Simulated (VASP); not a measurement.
# Zr (P6_3/mmc) in VASP: notebook

Zr is run at these levels: LDA; tasks: single point.

Program: VASP 6.6.1. These are calculated values, not measurements. Logs are shortened: lines on timing, memory, paths and dates and some standing lists are left out, and cuts for length are marked.

### Step 1. The cell of the first run

It takes space group P6_3/mmc (No. 194, hexagonal). The conventional cell has a = 3.051 Å, b = 3.051 Å, c = 5.002 Å, α = 90.00°, β = 90.00°, γ = 120.00°. Zr (site symmetry -6m2) has 12 Zr at 3.05 to 3.06 Å within 4.0 Å.

### Step 2. Single point, LDA

File INCAR:

```
ALGO     = Fast           # electronic algorithm
EDIFF    = 1E-6           # SCF threshold, eV
ENCUT    = 520            # plane-wave cutoff, eV
GGA      = CA             # functional
ISIF     = 2              # what is computed and relaxed
ISMEAR   = 0              # smearing method
LASPH    = T              # aspherical terms in the spheres
LCHARG   = T              # write CHGCAR
LELF     = T              # ELF
LREAL    = F              # projectors in reciprocal space
LVHAR    = T            
LWAVE    = F              # write WAVECAR
NBANDS   = 19             # bands
NELM     = 100            # most SCF steps
PREC     = Accurate       # precision mode
SIGMA    = 0.05           # smearing width, eV
```

File KPOINTS:

```
k-points
0
Gamma
  16 16 10
```

File POSCAR:

```
Zr
1.0
    3.0505311836      0.0000000000      0.0000000000
   -1.5252655918      2.6418375001      0.0000000000
    0.0000000000      0.0000000000      5.0016447420
Zr
2
Direct
    0.3333333333      0.6666666667      0.2500000000
    0.6666666667      0.3333333333      0.7500000000
```

Potentials or basis: VASP PAW LDA potentials, release 64 (Zr_sv).

The run is started by

```console
$ cat potpaw_LDA.64/Zr_sv/POTCAR > POTCAR
$ mpirun -np 1 vasp_std > vasp.out
```

OUTCAR:

```text
EDIFF = 1E-6
   ENCUT = 520
   GGA = CA
   ISIF = 2
   ISMEAR = 0
   LASPH = T
   LREAL = F
   NELM = 100
   PREC = Accurate

 ion  position               nearest neighbor table
   1  0.333  0.667  0.250-   2 3.06   2 3.06   2 3.06   2 3.06   2 3.06   2 3.06
   2  0.667  0.333  0.750-   1 3.06   1 3.06   1 3.06   1 3.06   1 3.06   1 3.06

  LATTYP: Found a hexagonal cell.
 ALAT       =     3.0505311836
 C/A-ratio  =     1.6395979719

  Lattice vectors:

 A1 = (   3.0505311836,   0.0000000000,   0.0000000000)
 A2 = (  -1.5252655918,   2.6418375001,   0.0000000000)
 A3 = (   0.0000000000,   0.0000000000,   5.0016447420)

Analysis of symmetry for initial positions (statically):
=====================================================================
 Subroutine PRICEL returns:
 Original cell was already a primitive cell.

 Routine SETGRP: Setting up the symmetry group for a
 hexagonal supercell.

 Subroutine GETGRP returns: Found 24 space group operations
 (whereof 12 operations were pure point group operations)
 out of a pool of 24 trial point group operations.

The static configuration has the point symmetry D_3d.
 The point group associated with its full space group is D_6h.

Analysis of symmetry for dynamics (positions and initial velocities):
=====================================================================
 Subroutine PRICEL returns:
 Original cell was already a primitive cell.

 Routine SETGRP: Setting up the symmetry group for a
 hexagonal supercell.

 Subroutine GETGRP returns: Found 24 space group operations
 (whereof 12 operations were pure point group operations)
 out of a pool of 24 trial point group operations.

The dynamic configuration has the point symmetry D_3d.
 The point group associated with its full space group is D_6h.

 Subroutine INISYM returns: Found 24 space group operations
 (whereof 12 operations are pure point group operations),
 and found     1 'primitive' translations

----------------------------------------------------------------------------------------

                                     Primitive cell

  volume of cell :      40.3083

  direct lattice vectors                    reciprocal lattice vectors
     3.050531184  0.000000000  0.000000000     0.327811761  0.189262209  0.000000000
    -1.525265592  2.641837500  0.000000000     0.000000000  0.378524417  0.000000000
     0.000000000  0.000000000  5.001644742     0.000000000  0.000000000  0.199934232

  length of vectors
     3.050531184  3.050531184  5.001644742     0.378524417  0.378524417  0.199934232

  position of ions in fractional coordinates (direct lattice)
     0.333333333  0.666666667  0.250000000
     0.666666667  0.333333333  0.750000000

  ion indices of the primitive-cell ions
   primitive index   ion index
                 1           1
                 2           2

----------------------------------------------------------------------------------------

 KPOINTS: k-points

Automatic generation of k-mesh.
 Grid dimensions read from file:
 generate k-points for:   16   16   10

 Generating k-lattice:

  Cartesian coordinates                     Fractional coordinates (reciprocal lattice)
     0.020488235  0.011828888  0.000000000     0.062500000 -0.000000000  0.000000000
     0.000000000  0.023657776  0.000000000     0.000000000  0.062500000  0.000000000
     0.000000000  0.000000000  0.019993423     0.000000000  0.000000000  0.100000000

  Length of vectors
     0.023657776  0.023657776  0.019993423

  Shift w.r.t. Gamma in fractional coordinates (k-lattice)
     0.000000000  0.000000000  0.000000000

 Subroutine IBZKPT returns following result:
 ===========================================

 Found    180 irreducible k-points:

 Following reciprocal coordinates:
            Coordinates               Weight
  0.000000  0.000000  0.000000      1.000000
  0.062500 -0.000000  0.000000      6.000000
  0.125000 -0.000000  0.000000      6.000000
  0.187500 -0.000000  0.000000      6.000000
  0.250000 -0.000000  0.000000      6.000000
  0.312500 -0.000000  0.000000      6.000000
[... 16 lines left out ...]
  0.187500  0.187500  0.000000      6.000000
  0.250000  0.187500  0.000000     12.000000
 [... further k-points ...]
   k-points           NKPTS =    180   k-points in BZ     NKDIM =    180   number of bands    NBANDS=     19
   number of dos      NEDOS =    301   number of ions     NIONS =      2
   total plane-waves  NPLWV =  23040
   dimension x,y,z NGX =    24 NGY =   24 NGZ =   40
   dimension x,y,z NGXF=    48 NGYF=   48 NGZF=   80
   ions per type =               2
   NGX,Y,Z   is equivalent  to a cutoff of  13.08, 13.08, 13.30 a.u.
   NGXF,Y,Z  is equivalent  to a cutoff of  26.16, 26.16, 26.59 a.u.
 SYSTEM =  unknown system
   PREC   = accura    normal or accurate (medium, high low for compatibility)
   ISTART =      0    job   : 0-new  1-cont  2-samecut
   ICHARG =      2    charge: 1-file 2-atom 10-const
[... 91 lines left out ...]
      3     -16.6888      2.00000
      4     -15.5760      2.00000
      5     -15.4481      2.00000
      6     -15.3898      2.00000
[... 11 lines left out ...]
     18      12.6683      0.00000
     19      15.9682      0.00000

 k-point     4 :       0.1875   -0.0000    0.0000
  band No.  band energies     occupation
      1     -37.7619      2.00000
      2     -37.5433      2.00000
      3     -16.6016      2.00000
      4     -15.7773      2.00000
      5     -15.5874      2.00000
      6     -15.5069      2.00000
[... 11 lines left out ...]
     18      13.1906      0.00000
     19      16.1950      0.00000

 k-point     5 :       0.2500   -0.0000    0.0000
  band No.  band energies     occupation
      1     -37.7153      2.00000
      2     -37.5237      2.00000
      3     -16.4893      2.00000
      4     -16.0117      2.00000
      5     -15.8102      2.00000
      6     -15.5735      2.00000
[... 11 lines left out ...]
     18      13.9398      0.00000
     19      16.3791      0.00000

 k-point     6 :       0.3125   -0.0000    0.0000
  band No.  band energies     occupation
      1     -37.6658      2.00000
      2     -37.5063      2.00000
      3     -16.3618      2.00000
      4     -16.2422      2.00000
      5     -16.0237      2.00000
      6     -15.6377      2.00000
[... 11 lines left out ...]
     18      14.8139      0.00000
     19      16.5042      0.00000

 k-point     7 :       0.3750   -0.0000    0.0000
  band No.  band energies     occupation
      1     -37.6203      2.00000
      2     -37.4947      2.00000
      3     -16.4342      2.00000
      4     -16.2333      2.00000
      5     -16.1987      2.00000
      6     -15.6907      2.00000
[... 11 lines left out ...]
     18      15.7202      0.00000
     19      16.5776      0.00000

 k-point     8 :       0.4375   -0.0000    0.0000
  band No.  band energies     occupation
      1     -37.5864      2.00000
      2     -37.4903      2.00000
      3     -16.5607      2.00000
      4     -16.3130      2.00000
      5     -16.1269      2.00000
      6     -15.7254      2.00000
[... 256 lines left out ...]
 k-point    20 :       0.3125    0.1250    0.0000
  band No.  band energies     occupation
      1     -37.6067      2.00000
      2     -37.4920      2.00000
      3     -16.3977      2.00000
      4     -16.1992      2.00000
      5     -16.1934      2.00000
      6     -15.7655      2.00000
[... 11 lines left out ...]
     18      16.2399      0.00000
     19      16.7192      0.00000

 k-point    21 :       0.3750    0.1250    0.0000
  band No.  band energies     occupation
      1     -37.5739      2.00000
      2     -37.4894      2.00000
      3     -16.5120      2.00000
      4     -16.2765      2.00000
      5     -16.0865      2.00000
      6     -15.8229      2.00000
[... 11 lines left out ...]
     18      16.2494      0.00000
     19      17.6716      0.00000

 k-point    22 :       0.4375    0.1250    0.0000
  band No.  band energies     occupation
      1     -37.5608      2.00000
      2     -37.4900      2.00000
      3     -16.5517      2.00000
      4     -16.3036      2.00000
      5     -16.0397      2.00000
      6     -15.8430      2.00000
[... 11 lines left out ...]
     18      16.2513      0.00000
     19      18.1446      0.00000

 k-point    23 :       0.1875    0.1875    0.0000
  band No.  band energies     occupation
      1     -37.6541      2.00000
      2     -37.5026      2.00000
      3     -16.3309      2.00000
      4     -16.1318      2.00000
      5     -16.1147      2.00000
      6     -15.6650      2.00000
[... 11 lines left out ...]
     18      15.6567      0.00000
     19      16.1012      0.00000

 k-point    24 :       0.2500    0.1875    0.0000
  band No.  band energies     occupation
      1     -37.6114      2.00000
      2     -37.4926      2.00000
      3     -16.2947      2.00000
      4     -16.2084      2.00000
      5     -16.1923      2.00000
      6     -15.7725      2.00000
[... 11 lines left out ...]
     18      16.0466      0.00000
     19      16.7329      0.00000

 [... further k-points ...]

------------------------ aborting loop because EDIFF is reached ----------------------------------------

  FORCE on cell =-STRESS in cart. coord.  units (eV):
  Direction    XX          YY          ZZ          XY          YZ          ZX
  --------------------------------------------------------------------------------------
  -------------------------------------------------------------------------------------
  Total        2.2890343      2.2890343      2.3089586      0.0000000     -0.0000000      0.0000000
  in kB       90.9847221     90.9847221     91.7766743      0.0000000     -0.0000000      0.0000000
  external PRESSURE =      91.2487062 kB  Pullay stress =       0.0000000 kB

 VOLUME and BASIS-vectors are now :
 -----------------------------------------------------------------------------
  energy-cutoff  :      520.00
  volume of cell :       40.31
      direct lattice vectors                 reciprocal lattice vectors
     3.050531184  0.000000000  0.000000000     0.327811761  0.189262209  0.000000000
    -1.525265592  2.641837500  0.000000000     0.000000000  0.378524417  0.000000000
     0.000000000  0.000000000  5.001644742     0.000000000  0.000000000  0.199934232

 POSITION                                       TOTAL-FORCE (eV/Angst)
 -----------------------------------------------------------------------------------
     -0.00000      1.76123      1.25041         0.000000      0.000000      0.000000
      1.52527      0.88061      3.75123        -0.000000     -0.000000      0.000000
 -----------------------------------------------------------------------------------
    total drift:                               -0.000000      0.000000     -0.000000

  FREE ENERGIE OF THE ION-ELECTRON SYSTEM (eV)
  ---------------------------------------------------
  free  energy   TOTEN  =       -18.4953830833 eV

  energy  without entropy=      -18.4932646270  energy(sigma->0) =      -18.49432386
```

Wall time 4 min (1 thread of Intel Xeon Platinum 8259CL at 2.50GHz (Skylake/Cascade Lake), shared host); peak memory 0.22 GiB.

What came out:

```yaml
Free_energy: -18.4954 eV
Pressure: 9.1 GPa
Band_gap_on_the_k_mesh: zero (bands 12 and 13 overlap by 1.29 eV)
```

Caveat: the cell stands under pressure.

### Step 3. Single point, LDA

This run uses another cell than the first one, of 20.63 Å³/atom.

File INCAR:

```
PREC     = Accurate       # precision mode
ENCUT    = 520            # plane-wave cutoff, eV
EDIFF    = 1E-6           # SCF threshold, eV
ISMEAR   = 0              # smearing method
SIGMA    = 0.05           # smearing width, eV
LREAL    = F              # projectors in reciprocal space
LASPH    = T              # aspherical terms in the spheres
NELM     = 100            # most SCF steps
ALGO     = Fast           # electronic algorithm
ISIF     = 2              # what is computed and relaxed
LWAVE    = F              # write WAVECAR
LCHARG   = T              # write CHGCAR
LELF     = T              # ELF
LVHAR    = T            
NBANDS   = 19             # bands
```

File KPOINTS:

```
regular mesh
0
Gamma
  16 16 10
```

File POSCAR:

```
Zr
1.0
    3.0790425506      0.0000000000      0.0000000000
   -1.5395212753      2.6665290681      0.0000000000
    0.0000000000      0.0000000000      5.0264853533
Zr
2
Direct
    0.3333333333      0.6666666667      0.2500000000
    0.6666666667      0.3333333333      0.7500000000
```

Potentials or basis: VASP PAW LDA potentials, release 64 (Zr_sv).

The run is started by

```console
$ cat potpaw_LDA.64/Zr_sv/POTCAR > POTCAR
$ mpirun -np 1 vasp_std > vasp.out
```

It took 3.6 min on 1 thread of Intel Xeon Platinum 8259CL at 2.50GHz (Skylake/Cascade Lake), shared host; peak memory 0.22 GiB.

It converged, with:

| Property | Result |
| --- | --- |
| Free energy | -18.5414 eV |
| Pressure | 6.1 GPa |
| Band gap on the k mesh | zero (bands 12 and 13 overlap by 1.30 eV) |

Levels at points of the mesh, in eV from the Fermi level:
| k point | band 10 | band 11 | band 12 | band 13 | band 14 | band 15 |
| --- | --- | --- | --- | --- | --- | --- |
| (0.00, 0.00, 0.00) | -3.38 | 0.77 | 0.87 | 0.87 | 1.57 | 1.62 |
| (0.50, 0.00, 0.00) | -2.70 | -2.58 | 0.23 | 0.61 | 0.76 | 1.53 |
| (0.00, 0.00, 0.50) | -4.02 | -0.09 | -0.09 | 0.81 | 0.81 | 0.81 |
| (0.50, 0.00, 0.50) | -3.27 | -1.41 | -1.41 | 2.20 | 2.20 | 2.51 |

Caveat: the cell stands under pressure.

### Step 4. Single point, LDA

This run uses another cell than the first one, of 20.99 Å³/atom.

File INCAR:

```
ALGO = Fast
EDIFF = 1E-7
ENCUT = 520
ISIF = 2
ISMEAR = 0
LASPH = T
LCHARG = F
LREAL = F
LWAVE = F
NBANDS = 19
NELM = 100
PREC = Accurate
SIGMA = 0.05
```

File KPOINTS:

```
k-points
0
Gamma
  16 16 10
```

File POSCAR:

```
Zr
1.0
    3.1001060616      0.0000000000      0.0000000000
   -1.5500530308      2.6847706037      0.0000000000
    0.0000000000      0.0000000000      5.0434278937
Zr
2
Direct
    0.3333333333      0.6666666667      0.2500000000
    0.6666666667      0.3333333333      0.7500000000
```

The run is started by

```console
$ cat potpaw_LDA.64/Zr_sv/POTCAR > POTCAR
$ mpirun -np 1 vasp_std > vasp.out
```

Wall time 4.9 min (1 thread of Intel Xeon Platinum 8259CL at 2.50GHz (Skylake/Cascade Lake), shared host); peak memory 0.22 GiB.

Results (log left out):

| Property | Result |
| --- | --- |
| Free energy | -18.5642 eV |
| Pressure | 4.1 GPa |
| Band gap on the k mesh | zero (bands 12 and 13 overlap by 1.29 eV) |

Stress tensor (GPa, compression positive):
```
4.08 0.00 0.00
0.00 4.08 0.00
0.00 0.00 4.16
```

Levels at points of the mesh, in eV from the Fermi level:
```
           k point  band 10  band 11  band 12  band 13  band 14  band 15
(0.00, 0.00, 0.00)    -3.34     0.80     0.86     0.86     1.51     1.60
(0.50, 0.00, 0.00)    -2.67    -2.52     0.16     0.59     0.76     1.51
(0.00, 0.00, 0.50)    -4.02    -0.07    -0.07     0.79     0.79     0.79
(0.50, 0.00, 0.50)    -3.21    -1.36    -1.36     2.12     2.12     2.45
```

Caveat: the cell stands under pressure.

### Step 5. Single point, LDA

This run uses another cell than the first one, of 21.38 Å³/atom.

File INCAR:

```
SYSTEM = Zr
ALGO = Fast
EDIFF = 1E-6
ENCUT = 520
GGA = CA
ISIF = 2
ISMEAR = 0
LASPH = .TRUE.
LCHARG = .FALSE.
LREAL = .FALSE.
LWAVE = .FALSE.
NBANDS = 19
NELM = 60
PREC = Accurate
SIGMA = 0.05
```

File KPOINTS:

```
k-points
0
G
  16 16 10
  0 0 0
```

File POSCAR:

```
Zr
1.0
    3.1244096706      0.0000000000      0.0000000000
   -1.5622048353      2.7058181465      0.0000000000
    0.0000000000      0.0000000000      5.0576904919
Zr
2
Direct
    0.3333333333      0.6666666667      0.2500000000
    0.6666666667      0.3333333333      0.7500000000
```

The run is started by

```console
$ cat potpaw_LDA.64/Zr_sv/POTCAR > POTCAR
$ mpirun -np 1 vasp_std > vasp.out
```

It took 4.3 min on 1 thread of Intel Xeon Platinum 8259CL at 2.50GHz (Skylake/Cascade Lake), shared host; peak memory 0.22 GiB.

Results (log left out):

```
Free energy            : -18.5795 eV
Pressure               : 2.1 GPa
Band gap on the k mesh : zero (bands 12 and 13 overlap by 1.29 eV)
```

Stress tensor (GPa, compression positive):
```
2.08 0.00 0.00
0.00 2.08 0.00
0.00 0.00 2.16
```

Levels at points of the mesh, in eV from the Fermi level:
```tsv
k point	band 8	band 9	band 10	band 11	band 12	band 13	band 14	band 15	band 16	band 17
(0.00, 0.00, 0.00)	-25.93	-5.78	-3.29	0.85	0.85	0.85	1.47	1.59	1.59	2.36
(0.50, 0.00, 0.00)	-26.08	-2.90	-2.64	-2.45	0.09	0.56	0.77	1.51	5.48	5.76
(0.00, 0.00, 0.50)	-26.02	-4.00	-4.00	-0.05	-0.05	0.78	0.78	0.78	0.78	4.28
(0.50, 0.00, 0.50)	-26.24	-3.15	-3.15	-1.30	-1.30	2.03	2.03	2.40	2.40	5.72
```

### Step 6. Single point, LDA

This run uses another cell than the first one, of 21.79 Å³/atom.

File INCAR:

```
SYSTEM = Zr
ALGO     = Fast           ! electronic algorithm
EDIFF    = 1E-7           ! SCF threshold, eV
ENCUT    = 520            ! plane-wave cutoff, eV
GGA      = CA             ! functional
ISIF     = 2              ! what is computed and relaxed
ISMEAR   = 0              ! smearing method
LASPH    = .True.         ! aspherical terms in the spheres
LCHARG   = .True.         ! write CHGCAR
LELF     = .True.         ! ELF
LREAL    = .False.        ! projectors in reciprocal space
LVHAR    = .True.       
LWAVE    = .False.        ! write WAVECAR
NBANDS   = 19             ! bands
NELM     = 100            ! most SCF steps
PREC     = Accurate       ! precision mode
SIGMA    = 0.05           ! smearing width, eV
```

File KPOINTS:

```
k-points
0
Gamma
  16 16 10
  0 0 0
```

File POSCAR:

```
Zr
1.0
    3.1476046999      0.0000000000      0.0000000000
   -1.5738023500      2.7259056312      0.0000000000
    0.0000000000      0.0000000000      5.0791197129
Zr
2
Direct
    0.3333333333      0.6666666667      0.2500000000
    0.6666666667      0.3333333333      0.7500000000
```

Potentials or basis: VASP PAW LDA potentials, release 64 (Zr_sv).

The run is started by

```console
$ cat potpaw_LDA.64/Zr_sv/POTCAR > POTCAR
$ mpirun -np 1 vasp_std > vasp.out
```

Wall time 4.9 min (1 thread of Intel Xeon Platinum 8259CL at 2.50GHz (Skylake/Cascade Lake), shared host); peak memory 0.23 GiB.

It converged, with:

| Property | Result |
| --- | --- |
| Free energy | -18.5855 eV |
| Pressure | 0.1 GPa |
| Band gap on the k mesh | zero (bands 12 and 13 overlap by 1.27 eV) |

Levels at points of the mesh, in eV from the Fermi level:
| k point | band 9 | band 10 | band 11 | band 12 | band 13 | band 14 | band 15 | band 16 |
| --- | --- | --- | --- | --- | --- | --- | --- | --- |
| (0.00, 0.00, 0.00) | -5.75 | -3.23 | 0.85 | 0.85 | 0.88 | 1.41 | 1.57 | 1.57 |
| (0.50, 0.00, 0.00) | -2.83 | -2.61 | -2.38 | 0.03 | 0.55 | 0.77 | 1.49 | 5.34 |
| (0.00, 0.00, 0.50) | -3.99 | -3.99 | -0.03 | -0.03 | 0.77 | 0.77 | 0.77 | 0.77 |
| (0.50, 0.00, 0.50) | -3.09 | -3.09 | -1.25 | -1.25 | 1.95 | 1.95 | 2.35 | 2.35 |

### Step 7. Overview

| cell | further INCAR settings | gap on the mesh (eV) | pressure (GPa) |
| --- | --- | --- | --- |
| a = 3.051, b = 3.051, c = 5.002 Å, angles 90.0, 90.0, 120.0°, 2 atoms | ALGO = Fast; EDIFF = 1e-06; NBANDS = 19 | none | 9.1 |
| a = 3.079, b = 3.079, c = 5.026 Å, angles 90.0, 90.0, 120.0°, 2 atoms | ALGO = Fast; EDIFF = 1e-06; NBANDS = 19 | none | 6.1 |
| a = 3.100, b = 3.100, c = 5.043 Å, angles 90.0, 90.0, 120.0°, 2 atoms | ALGO = Fast; EDIFF = 1e-07; NBANDS = 19 | none | 4.1 |
| a = 3.124, b = 3.124, c = 5.058 Å, angles 90.0, 90.0, 120.0°, 2 atoms | ALGO = Fast; EDIFF = 1e-06; NBANDS = 19 | none | 2.1 |
| a = 3.148, b = 3.148, c = 5.079 Å, angles 90.0, 90.0, 120.0°, 2 atoms | ALGO = Fast; EDIFF = 1e-07; NBANDS = 19 | none | 0.1 |

Alike in all rows: task single point; level LDA; potentials or basis VASP PAW LDA potentials, release 64 (Zr_sv); no spin polarisation; k mesh 16 × 16 × 10; cutoff (eV) 520; smearing gaussian 0.05 eV.

Caveats: the cell stands under pressure (at least some runs).

Absolute energies hang on the potentials; compare differences alone.
